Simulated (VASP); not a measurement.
Input of a VASP 6.6.1 run:

File INCAR:

```
SYSTEM = Te2Pt
  PREC = Accurate
  ENCUT = 500
  EDIFF = 1E-6
  ISMEAR = 0
  SIGMA = 0.15
  LREAL = .False.
  LASPH = .True.
  NELM = 200
  ALGO = Normal
  ISIF = 2
  LWAVE = .False.
  LCHARG = .False.
  ISPIN = 2
  MAGMOM = 0 0 0.5
  LORBIT = 11
  NUPDOWN = 0.5
  LMAXMIX = 4
  GGA = PE
  NBANDS = 22
  GGA_COMPAT = .False.
```

The input KPOINTS:

```
regular mesh
0
Gamma
  12 12 8
  0 0 0
```

POSCAR

```
Te2Pt
1.0
    4.1991571964      0.0000000000      0.0000000000
   -2.0995785982      3.6365768066      0.0000000000
    0.0000000000      0.0000000000      5.5341790286
Te Pt
2 1
Direct
    0.3333333333      0.6666666667      0.2528728645
    0.6666666667      0.3333333333      0.7471271355
    0.0000000000      0.0000000000      0.0000000000
```

Potentials or basis: VASP PAW PBE potentials, release 64 (Te, Pt).

The run is started by

```console
$ cat potpaw_PBE.64/Te/POTCAR potpaw_PBE.64/Pt/POTCAR > POTCAR
$ mpirun -np 1 vasp_std > vasp.out
```

Question: Estimate the pressure.

Answer: -6.0 GPa.

Question: Estimate the largest force.

Answer: 0.568 eV/Å.

Stress tensor (GPa, compression positive):
```
-6.65  0.00  0.00
 0.00 -6.65  0.00
 0.00  0.00 -4.70
```

Caveat: the total moment is fixed, so each spin has its own Fermi level.
